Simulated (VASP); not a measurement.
# Mg3CdSe4 (P4/mmm) in VASP: further runs

The runs below take Mg3CdSe4 through single point, with PBE.

Everything below comes from runs of VASP 6.6.1. Logs are shortened: lines on timing, memory, paths and dates and some standing lists are left out, and cuts for length are marked.

## (1) The cell of the first run

It takes space group P4/mmm (No. 123, tetragonal). Conventional cell: a = 4.051 Å, b = 4.051 Å, c = 11.458 Å, α = 90.00°, β = 90.00°, γ = 90.00°. Within 3.8 Å of Mg (site symmetry 4mm) lie 6 Se at 2.86 Å. Mg (site symmetry 4/mmm) has 6 Se at 2.86 Å within 3.8 Å. Cd (site symmetry 4/mmm) has 6 Se at 2.86 Å within 3.8 Å. Se (site symmetry 4/mmm) has 4 Cd at 2.86 Å and 2 Mg at 2.86 Å within 3.8 Å. Se (site symmetry 4mm) has 5 Mg at 2.86 Å and 1 Cd at 2.86 Å within 3.8 Å. Se (site symmetry 4/mmm) has 6 Mg at 2.86 Å within 3.8 Å.

## (2) Single point, PBE

INCAR reads:

```
SYSTEM = Mg3CdSe4
PREC     = Accurate       ! precision mode
ENCUT    = 520            ! plane-wave cutoff, eV
EDIFF    = 1E-7           ! SCF threshold, eV
ISMEAR   = 0              ! smearing method
SIGMA    = 0.1            ! smearing width, eV
LREAL    = .FALSE.        ! projectors in reciprocal space
LASPH    = .TRUE.         ! aspherical terms in the spheres
NELM     = 80             ! most SCF steps
ALGO     = Normal         ! electronic algorithm
ISIF     = 2              ! what is computed and relaxed
LWAVE    = .FALSE.        ! write WAVECAR
LCHARG   = .FALSE.        ! write CHGCAR
GGA      = PE             ! functional
NBANDS   = 31             ! bands
```

KPOINTS reads:

```
Automatic mesh
0
G
  4 4 2
  0 0 0
```

POSCAR reads:

```
Mg3CdSe4
1.0
    4.0509000600      0.0000000000      0.0000000000
    0.0000000000      4.0509000600      0.0000000000
    0.0000000000      0.0000000000     11.4576756100
Mg Cd Se
3 1 4
Direct
    0.0000000000      0.0000000000      0.7500000000
    0.0000000000      0.0000000000      0.2500000000
    0.5000000000      0.5000000000      0.5000000000
    0.5000000000      0.5000000000      0.0000000000
    0.0000000000      0.0000000000      0.0000000000
    0.5000000000      0.5000000000      0.2500000000
    0.0000000000      0.0000000000      0.5000000000
    0.5000000000      0.5000000000      0.7500000000
```

Potentials or basis: VASP PAW PBE potentials, release 64 (Mg, Cd, Se).

On the command line:

```console
> cat potpaw_PBE.64/Mg/POTCAR potpaw_PBE.64/Cd/POTCAR potpaw_PBE.64/Se/POTCAR > POTCAR
> mpirun -np 1 vasp_std > vasp.out
```

OUTCAR:

```text
SYSTEM = Mg3CdSe4
   PREC = Accurate
   ENCUT = 520
   EDIFF = 1E-7
   ISMEAR = 0
   LREAL = .FALSE.
   LASPH = .TRUE.
   NELM = 80
   ISIF = 2
   GGA = PE

 ion  position               nearest neighbor table
   1  0.000  0.000  0.750-   8 2.86   8 2.86   8 2.86   8 2.86   5 2.86   7 2.86
   2  0.000  0.000  0.250-   6 2.86   6 2.86   6 2.86   6 2.86   7 2.86   5 2.86
   3  0.500  0.500  0.500-   7 2.86   7 2.86   7 2.86   7 2.86   8 2.86   6 2.86
   4  0.500  0.500  0.000-   5 2.86   5 2.86   5 2.86   5 2.86   8 2.86   6 2.86
   5  0.000  0.000  0.000-   4 2.86   4 2.86   4 2.86   4 2.86   1 2.86   2 2.86
   6  0.500  0.500  0.250-   2 2.86   2 2.86   2 2.86   2 2.86   4 2.86   3 2.86
   7  0.000  0.000  0.500-   3 2.86   3 2.86   3 2.86   3 2.86   1 2.86   2 2.86
   8  0.500  0.500  0.750-   1 2.86   1 2.86   1 2.86   1 2.86   4 2.86   3 2.86

  LATTYP: Found a simple tetragonal cell.
 ALAT       =     4.0509000600
 C/A-ratio  =     2.8284271249

  Lattice vectors:

 A1 = (   4.0509000600,   0.0000000000,   0.0000000000)
 A2 = (   0.0000000000,   4.0509000600,   0.0000000000)
 A3 = (   0.0000000000,   0.0000000000,  11.4576756100)

Analysis of symmetry for initial positions (statically):
=====================================================================
 Subroutine PRICEL returns:
 Original cell was already a primitive cell.

 Routine SETGRP: Setting up the symmetry group for a
 simple tetragonal supercell.

 Subroutine GETGRP returns: Found 16 space group operations
 (whereof 16 operations were pure point group operations)
 out of a pool of 16 trial point group operations.

The static configuration has the point symmetry D_4h.

Analysis of symmetry for dynamics (positions and initial velocities):
=====================================================================
 Subroutine PRICEL returns:
 Original cell was already a primitive cell.

 Routine SETGRP: Setting up the symmetry group for a
 simple tetragonal supercell.

 Subroutine GETGRP returns: Found 16 space group operations
 (whereof 16 operations were pure point group operations)
 out of a pool of 16 trial point group operations.

The dynamic configuration has the point symmetry D_4h.

 Subroutine INISYM returns: Found 16 space group operations
 (whereof 16 operations are pure point group operations),
 and found     1 'primitive' translations

----------------------------------------------------------------------------------------

                                     Primitive cell

  volume of cell :     188.0181

  direct lattice vectors                    reciprocal lattice vectors
     4.050900060  0.000000000  0.000000000     0.246858719  0.000000000  0.000000000
     0.000000000  4.050900060  0.000000000     0.000000000  0.246858719  0.000000000
     0.000000000  0.000000000 11.457675610     0.000000000  0.000000000  0.087277737

  length of vectors
     4.050900060  4.050900060 11.457675610     0.246858719  0.246858719  0.087277737

  position of ions in fractional coordinates (direct lattice)
     0.000000000  0.000000000  0.750000000
     0.000000000  0.000000000  0.250000000
     0.500000000  0.500000000  0.500000000
     0.500000000  0.500000000  0.000000000
     0.000000000  0.000000000  0.000000000
     0.500000000  0.500000000  0.250000000
     0.000000000  0.000000000  0.500000000
     0.500000000  0.500000000  0.750000000

  ion indices of the primitive-cell ions
   primitive index   ion index
                 1           1
                 2           2
                 3           3
                 4           4
                 5           5
                 6           6
                 7           7
                 8           8

----------------------------------------------------------------------------------------

 KPOINTS: Automatic mesh

Automatic generation of k-mesh.
 Grid dimensions read from file:
 generate k-points for:    4    4    2

 Generating k-lattice:

  Cartesian coordinates                     Fractional coordinates (reciprocal lattice)
     0.061714680  0.000000000  0.000000000     0.250000000  0.000000000  0.000000000
     0.000000000  0.061714680  0.000000000     0.000000000  0.250000000  0.000000000
     0.000000000  0.000000000  0.043638869     0.000000000  0.000000000  0.500000000

  Length of vectors
     0.061714680  0.061714680  0.043638869

  Shift w.r.t. Gamma in fractional coordinates (k-lattice)
     0.000000000  0.000000000  0.000000000

 Subroutine IBZKPT returns following result:
 ===========================================

 Found     12 irreducible k-points:

 Following reciprocal coordinates:
            Coordinates               Weight
  0.000000  0.000000  0.000000      1.000000
  0.250000  0.000000  0.000000      4.000000
  0.500000  0.000000  0.000000      2.000000
  0.250000  0.250000  0.000000      4.000000
  0.500000  0.250000  0.000000      4.000000
  0.500000  0.500000  0.000000      1.000000
  0.000000  0.000000  0.500000      1.000000
  0.250000  0.000000  0.500000      4.000000
  0.500000  0.000000  0.500000      2.000000
  0.250000  0.250000  0.500000      4.000000
  0.500000  0.250000  0.500000      4.000000
  0.500000  0.500000  0.500000      1.000000
   k-points           NKPTS =     12   k-points in BZ     NKDIM =     12   number of bands    NBANDS=     31
   number of dos      NEDOS =    301   number of ions     NIONS =      8
   total plane-waves  NPLWV =  81000
   dimension x,y,z NGX =    30 NGY =   30 NGZ =   90
   dimension x,y,z NGXF=    60 NGYF=   60 NGZF=  180
   ions per type =               3   1   4
   NGX,Y,Z   is equivalent  to a cutoff of  12.31, 12.31, 13.06 a.u.
   NGXF,Y,Z  is equivalent  to a cutoff of  24.62, 24.62, 26.12 a.u.
 SYSTEM =  Mg3CdSe4
   PREC   = accura    normal or accurate (medium, high low for compatibility)
   ISTART =      0    job   : 0-new  1-cont  2-samecut
   ICHARG =      2    charge: 1-file 2-atom 10-const
   ISPIN  =      1    spin polarized calculation?
   LNONCOLLINEAR =      F non collinear calculations
   LSORBIT =      F    spin-orbit coupling
   LASPH  =      T    aspherical Exc in radial PAW
   ENCUT  =  520.0 eV  38.22 Ry    6.18 a.u.   7.53  7.53 21.30*2*pi/ulx,y,z
   NELM   =     80;   NELMIN=  2; NELMDL= -5     # of ELM steps
   EDIFF  = 0.1E-06   stopping-criterion for ELM
   LREAL  =      F    real-space projection
   EDIFFG = 0.1E-05   stopping-criterion for IOM
   NSW    =      0    number of steps for IOM
   IBRION =     -1    ionic relax: 0-MD 1-quasi-New 2-CG
   NFREE  =      0    steps in history (QN), initial steepest desc. (CG)
   ISIF   =      2    stress and relaxation
   ISYM   =      2    0-nonsym 1-usesym 2-fastsym
   POTIM  = 0.5000    time-step for ionic-motion
   TEBEG  =    0.0;   TEEND  =   0.0 temperature during run
   PSTRESS=    0.0 pullay stress
   NELECT =      42.0000    total number of electrons
   NUPDOWN=      -1.0000    fix difference up-down
   EMIN   =  10.00;   EMAX   =-10.00  energy-range for DOS
   EFERMI =   0.00;   METHOD = LEGACY
   ISMEAR =     0;   SIGMA  =   0.10  broadening in eV -4-tet -1-fermi 0-gaus
   EFERMI_NEDOS =   21; number of points for ismear=-14 and -15
   IALGO  =     38    algorithm
   IMIX   =      4    mixing-type and parameters
     AMIX     =   0.40;   BMIX     =  1.00
     AMIX_MAG =   1.60;   BMIX_MAG =  1.00
  volume/ion in A,a.u.               =      23.50       158.60
  Fermi-wavevector in a.u.,A,eV,Ry     =   0.993325  1.877112 13.424797  0.986695
  Thomas-Fermi vector in A             =   2.125199
   LORBIT       =      0    0 simple, 1 ext, 2 COOP (PROOUT), +10 PAW based schemes
   GGA     = PE    functional components
   LHFCALC =     F    Hartree Fock is set to
   AEXX    =    0.0000 exact exchange contribution
   IVDW    =     0    specifies the selected vdW correction
   LEPSILON=     F    determine dielectric tensor
   LRPA    =     F    only Hartree local field effects (RPA)
 non-spin polarized calculation
 Gauss-broadening in eV      SIGMA  =   0.10
  energy-cutoff  :      520.00
  volume of cell :      188.02
 maximum number of plane-waves:      5095
   NGX = 15   NGY = 15   NGZ = 43

 number of electron      41.9999991 magnetization

 Free energy of the ion-electron system (eV)
  ---------------------------------------------------
  ext. energy  EPLUGINS =         0.00000000
  ---------------------------------------------------
  free energy    TOTEN  =       -27.24403383 eV

  energy without entropy =      -27.24387291  energy(sigma->0) =      -27.24395337

 E-fermi :   2.5788     XC(G=0):  -9.1839

 val. band max:        2.3693123785   @ k =   0.5000   0.0000   0.0000
 cond. band min:       2.7567167316   @ k =   0.5000   0.5000   0.0000
 fundamental gap:      0.3874043531
 Fermi energy:         2.5788482502

 k-point     1 :       0.0000    0.0000    0.0000
  band No.  band energies     occupation
      1     -10.2502      2.00000
      2      -9.8114      2.00000
      3      -9.7203      2.00000
      4      -9.2600      2.00000
      5      -5.5396      2.00000
      6      -5.4611      2.00000
[... 23 lines left out ...]
     30       8.6169      0.00000
     31       9.7758      0.00000

 k-point     2 :       0.2500    0.0000    0.0000
  band No.  band energies     occupation
      1      -9.9838      2.00000
      2      -9.6252      2.00000
      3      -9.5656      2.00000
      4      -9.2392      2.00000
      5      -5.5729      2.00000
      6      -5.5319      2.00000
[... 23 lines left out ...]
     30       9.0116      0.00000
     31       9.0302      0.00000

 k-point     3 :       0.5000    0.0000    0.0000
  band No.  band energies     occupation
      1      -9.4819      2.00000
      2      -9.4726      2.00000
      3      -9.3944      2.00000
      4      -9.3724      2.00000
      5      -5.6769      2.00000
      6      -5.6446      2.00000
[... 295 lines left out ...]
     30       9.5689      0.00000
     31       9.5919      0.00000

 k-point    12 :       0.5000    0.5000    0.5000
  band No.  band energies     occupation
      1      -9.4958      2.00000
      2      -9.2224      2.00000
      3      -9.1589      2.00000
      4      -9.1219      2.00000
      5      -5.4618      2.00000
      6      -5.4618      2.00000
[... 23 lines left out ...]
     30      10.3836      0.00000
     31      10.4279      0.00000

------------------------ aborting loop because EDIFF is reached ----------------------------------------

  FORCE on cell =-STRESS in cart. coord.  units (eV):
  Direction    XX          YY          ZZ          XY          YZ          ZX
  --------------------------------------------------------------------------------------
  -------------------------------------------------------------------------------------
  Total       -4.5216037     -4.5216037     -5.0110843      0.0000000     -0.0000000      0.0000000
  in kB      -38.5303980    -38.5303980    -42.7014587      0.0000000     -0.0000000      0.0000000
  external PRESSURE =     -39.9207516 kB  Pullay stress =       0.0000000 kB

 VOLUME and BASIS-vectors are now :
 -----------------------------------------------------------------------------
  energy-cutoff  :      520.00
  volume of cell :      188.02
      direct lattice vectors                 reciprocal lattice vectors
     4.050900060  0.000000000  0.000000000     0.246858719  0.000000000  0.000000000
     0.000000000  4.050900060  0.000000000     0.000000000  0.246858719  0.000000000
     0.000000000  0.000000000 11.457675610     0.000000000  0.000000000  0.087277737

 POSITION                                       TOTAL-FORCE (eV/Angst)
 -----------------------------------------------------------------------------------
      0.00000      0.00000      8.59326         0.000000     -0.000000     -0.019342
      0.00000      0.00000      2.86442        -0.000000      0.000000      0.019342
      2.02545      2.02545      5.72884        -0.000000      0.000000     -0.000000
      2.02545      2.02545      0.00000        -0.000000      0.000000     -0.000000
      0.00000      0.00000      0.00000        -0.000000      0.000000     -0.000000
      2.02545      2.02545      2.86442        -0.000000     -0.000000      0.276612
      0.00000      0.00000      5.72884        -0.000000      0.000000     -0.000000
      2.02545      2.02545      8.59326        -0.000000      0.000000     -0.276612
 -----------------------------------------------------------------------------------
    total drift:                                0.000000      0.000000      0.000000

  FREE ENERGIE OF THE ION-ELECTRON SYSTEM (eV)
  ---------------------------------------------------
  free  energy   TOTEN  =       -27.2440338303 eV

  energy  without entropy=      -27.2438729056  energy(sigma->0) =      -27.24395337
```

Run time: 1.9 min. Hardware: 1 thread of Intel Xeon Platinum 8488C (Sapphire Rapids), shared host; peak memory 0.3 GiB.

What came out:

```
Free energy            : -27.2440 eV
Pressure               : -4.0 GPa
Largest force          : 0.277 eV/Å
Band gap on the k mesh : 0.39 eV (least direct gap 0.86 eV)
```

Forces in eV/Å, atoms in the order of the input:
```
Mg   0.000  0.000 -0.019
Mg   0.000  0.000  0.019
Mg   0.000  0.000  0.000
Cd   0.000  0.000  0.000
Se   0.000  0.000  0.000
Se   0.000  0.000  0.277
Se   0.000  0.000  0.000
Se   0.000  0.000 -0.277
```

Stress tensor (GPa, compression positive):
```
-3.85  0.00  0.00
 0.00 -3.85  0.00
 0.00  0.00 -4.27
```

Caveat: the cell stands under tension.

## (3) Single point, PBE

This run uses another cell than the first one, of 21.68 Å³/atom.

INCAR reads:

```
SYSTEM = Mg3CdSe4
PREC = Accurate
ENCUT = 520
EDIFF = 1E-6
ISMEAR = 0
SIGMA = 0.02
LREAL = .False.
LASPH = .True.
NELM = 80
ALGO = Normal
ISIF = 2
LWAVE = .False.
LCHARG = .True.
GGA = PE
LELF = .True.
LVHAR = .True.
NBANDS = 31
```

KPOINTS reads:

```
regular mesh
0
Gamma
  10 10 4
  0 0 0
```

POSCAR reads:

```
Mg3CdSe4
1.0
    3.9404623516      0.0000000000      0.0000000000
    0.0000000000      3.9404623516      0.0000000000
    0.0000000000      0.0000000000     11.1693261115
Mg Cd Se
3 1 4
Direct
    0.0000000000      0.0000000000      0.7466429056
    0.0000000000      0.0000000000      0.2533570944
    0.5000000000      0.5000000000      0.5000000000
    0.5000000000      0.5000000000      0.0000000000
    0.0000000000      0.0000000000      0.0000000000
    0.5000000000      0.5000000000      0.2556682415
    0.0000000000      0.0000000000      0.5000000000
    0.5000000000      0.5000000000      0.7443317585
```

Potentials or basis: VASP PAW PBE potentials, release 64 (Mg, Cd, Se).

On the command line:

```console
> cat potpaw_PBE.64/Mg/POTCAR potpaw_PBE.64/Cd/POTCAR potpaw_PBE.64/Se/POTCAR > POTCAR
> mpirun -np 1 vasp_std > vasp.out
```

Wall time 7.2 min (1 thread of Intel Xeon Platinum 8488C (Sapphire Rapids), shared host); peak memory 0.47 GiB.

It converged, with:

```yaml
Free_energy: -27.5645 eV
Pressure: 0.0 GPa
Largest_force: 0.013 eV/Å
Band_gap_on_the_k_mesh: 0.38 eV (least direct gap 0.96 eV)
```

Forces in eV/Å, atoms in the order of the input:
```
Mg   0.000  0.000 -0.004
Mg   0.000  0.000  0.004
Mg   0.000  0.000  0.000
Cd   0.000  0.000  0.000
Se   0.000  0.000  0.000
Se   0.000  0.000  0.013
Se   0.000  0.000  0.000
Se   0.000  0.000 -0.013
```

Levels at points of the mesh, in eV from the valence-band top:
| k point | band 18 | band 19 | band 20 | band 21 | band 22 | band 23 | band 24 | band 25 |
| --- | --- | --- | --- | --- | --- | --- | --- | --- |
| (0.00, 0.00, 0.00) | -1.24 | -0.39 | -0.37 | -0.37 | 0.59 | 1.67 | 3.32 | 3.45 |
| (0.50, 0.00, 0.00) | -0.82 | -0.81 | -0.41 | 0.00 | 3.30 | 3.35 | 4.24 | 4.27 |
| (0.50, 0.50, 0.00) | -2.04 | -2.01 | -2.01 | -2.00 | 0.38 | 1.34 | 3.81 | 3.90 |
| (0.00, 0.00, 0.50) | -0.83 | -0.83 | -0.54 | -0.54 | 1.03 | 1.99 | 2.98 | 3.25 |
| (0.50, 0.00, 0.50) | -0.88 | -0.84 | -0.82 | 0.00 | 3.91 | 4.14 | 4.16 | 4.25 |
| (0.50, 0.50, 0.50) | -2.41 | -2.40 | -2.33 | -2.33 | 1.16 | 2.38 | 2.42 | 2.57 |

## (4) Single point, PBE

This run uses another cell than the first one, of 21.68 Å³/atom.

INCAR reads:

```
PREC = Accurate
ENCUT = 520
EDIFF = 1E-6
ISMEAR = 0
SIGMA = 0.02
LREAL = F
LASPH = T
NELM = 60
ALGO = Normal
ISIF = 2
LWAVE = F
LCHARG = T
GGA = PE
LELF = T
LVHAR = T
NBANDS = 31
```

KPOINTS reads:

```
regular mesh
0
Gamma
  10 10 4
```

POSCAR is that of step 3.

On the command line:

```console
> cat potpaw_PBE.64/Mg/POTCAR potpaw_PBE.64/Cd/POTCAR potpaw_PBE.64/Se/POTCAR > POTCAR
> mpirun -np 1 vasp_std > vasp.out
```

Wall time 6.5 min (1 thread of Intel Xeon Platinum 8488C (Sapphire Rapids), shared host); peak memory 0.47 GiB.

It converged, with:

| Property | Result |
| --- | --- |
| Free energy | -27.5645 eV |
| Pressure | 0.0 GPa |
| Largest force | 0.013 eV/Å |
| Band gap on the k mesh | 0.38 eV (least direct gap 0.96 eV) |

Forces in eV/Å, atoms in the order of the input:
```
Mg   0.000  0.000 -0.004
Mg   0.000  0.000  0.004
Mg   0.000  0.000  0.000
Cd   0.000  0.000  0.000
Se   0.000  0.000  0.000
Se   0.000  0.000  0.013
Se   0.000  0.000  0.000
Se   0.000  0.000 -0.013
```

Levels at points of the mesh, in eV from the valence-band top:
```csv
k point,band 17,band 18,band 19,band 20,band 21,band 22,band 23,band 24,band 25,band 26
"(0.00, 0.00, 0.00)",-1.24,-1.24,-0.39,-0.37,-0.37,0.59,1.67,3.32,3.45,4.01
"(0.50, 0.00, 0.00)",-0.85,-0.82,-0.81,-0.41,0.00,3.30,3.35,4.24,4.27,5.54
"(0.50, 0.50, 0.00)",-2.72,-2.04,-2.01,-2.01,-2.00,0.38,1.34,3.81,3.90,4.17
"(0.00, 0.00, 0.50)",-1.54,-0.83,-0.83,-0.54,-0.54,1.03,1.99,2.98,3.25,4.08
"(0.50, 0.00, 0.50)",-1.23,-0.88,-0.84,-0.82,0.00,3.91,4.14,4.16,4.25,4.86
"(0.50, 0.50, 0.50)",-2.47,-2.41,-2.40,-2.33,-2.33,1.16,2.38,2.42,2.57,4.84
```

A k mesh can miss the band edges.
